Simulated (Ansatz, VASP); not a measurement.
## Two plane-wave programs on Li3TaO4

Contents of INCAR:

```
ALGO = Normal
EDIFF = 1E-6
ENCUT = 880
GGA = PS
GGA_COMPAT = False
ISIF = 2
ISMEAR = 0
LASPH = True
LCHARG = False
LREAL = False
LWAVE = False
NBANDS = 33
NELM = 120
PREC = Accurate
SIGMA = 0.05
```

KPOINTS

```
k-points
0
Gamma
  10 10 10
```

POSCAR

```
Li3TaO4
1.0
   -2.0422644308      2.0422644308      4.2529592940
    2.0422644308     -2.0422644308      4.2529592940
    2.0422644308      2.0422644308     -4.2529592940
Li Ta O
3 1 4
Direct
    0.5114626068      0.5114626068      0.0000000000
    0.2509681277      0.7509681277      0.5000000000
    0.7509681277      0.2509681277      0.5000000000
   -0.0002820304     -0.0002820304      0.0000000000
   -0.0001431498      0.4998568502      0.5000000000
    0.7730912923      0.7730912923      0.0000000000
    0.4998568502     -0.0001431498      0.5000000000
    0.2245726369      0.2245726369      0.0000000000
```

Input for Ansatz:

```yaml
crystal:
  lattice:
    - [-2.0422644308, 2.0422644308, 4.252959294]
    - [2.0422644308, -2.0422644308, 4.252959294]
    - [2.0422644308, 2.0422644308, -4.252959294]
  atoms:
    - { symbol: Li, position: [0.5114626068, 0.5114626068, 0.0] }
    - { symbol: Li, position: [0.2509681277, 0.7509681277, 0.5] }
    - { symbol: Li, position: [0.7509681277, 0.2509681277, 0.5] }
    - { symbol: Ta, position: [-0.0002820304, -0.0002820304, 0.0] }
    - { symbol: O, position: [-0.0001431498, 0.4998568502, 0.5] }
    - { symbol: O, position: [0.7730912923, 0.7730912923, 0.0] }
    - { symbol: O, position: [0.4998568502, -0.0001431498, 0.5] }
    - { symbol: O, position: [0.2245726369, 0.2245726369, 0.0] }
basis:
  ecutwfc: 420
kpoints:
  mp_grid: { grid: [10, 10, 10] }
hamiltonian:
  xc: pbesol
scf:
  occupations: { method: gaussian, width: 0.05 }
output:
  forces: true
  stress: true
  eigenvalues: true
```

Change from the starting cell: mode 1 (-167.1 1/cm) frozen in, largest displacement +0.098 Å.

Alike in both runs: task single point; functional PBEsol; k mesh 10 × 10 × 10; occupations gaussian, width 0.05 eV; no spin polarisation.

|  | VASP | Ansatz |
| --- | --- | --- |
| version | VASP 6.6.1 | Ansatz 0.2.0 |
| potentials or method | VASP PAW PBE potentials, release 64 (Li_sv, Ta_sv_GW, O), cutoff 880 eV | scalar-relativistic, plane waves, PAW |
| valence electrons in the cell | 46 | 46 |

VASP gave:

| Quantity | Value |
| --- | --- |
| gap on the k mesh at the Fermi level (eV) | 1.58 |
| least direct gap on the mesh (eV) | 1.64 |
| pressure (GPa) | 0.4 |
| traceless stress, the component that is largest in VASP (GPa) | 0.37 |
| rms of the force components (eV/Å) | 0.027 |

Q: What did Ansatz give for the same quantities?

A: gap on the k mesh at the Fermi level (eV): 1.58; least direct gap on the mesh (eV): 1.64; pressure (GPa): 0.0; traceless stress, the component that is largest in VASP (GPa): 0.15; rms of the force components (eV/Å): 0.016.

VASP's potentials were made for PBE, not for PBEsol. Atom by atom the forces differ by 0.020 eV/Å (rms over components). With one functional, cell and mesh, what is left measures potentials, basis and numerics.

Neither program's run includes spin-orbit coupling.
